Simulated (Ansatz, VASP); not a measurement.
**Two plane-wave programs on Mo**

```
CELL_PARAMETERS angstrom
3.15866 0.00000 0.00000
0.00000 3.15946 0.00000
0.00000 0.00000 3.15694
ATOMIC_POSITIONS crystal
Mo 0.00000 0.00000 0.75006
Mo 0.50000 0.50000 0.24994
```

Alike in both runs: functional PBE; k mesh 6 × 6 × 4; occupations gaussian, width 0.1 eV; no spin polarisation.

Ansatz relaxed the structure, and its values are those at the end. VASP's run is a single point on that final structure, the one shown.

|  | VASP | Ansatz |
| --- | --- | --- |
| version | VASP 6.6.1 | Ansatz 0.2.0 |
| potentials or method | VASP PAW PBE potentials, release 64 (Mo_sv), cutoff 520 eV | scalar-relativistic, plane waves, PAW |
| valence electrons in the cell | 28 | 28 |

VASP gave:

```
gap on the k mesh at the Fermi level (eV) : none
pressure (GPa)                            : 0.6
```

Problem. What did Ansatz give for the same quantities?

Solution. gap on the k mesh at the Fermi level (eV): none; pressure (GPa): 0.0.

A gap of «none» marks a metal or a gap that the smearing closes.

The k mesh is coarse, so the values compare programs but aren't converged.
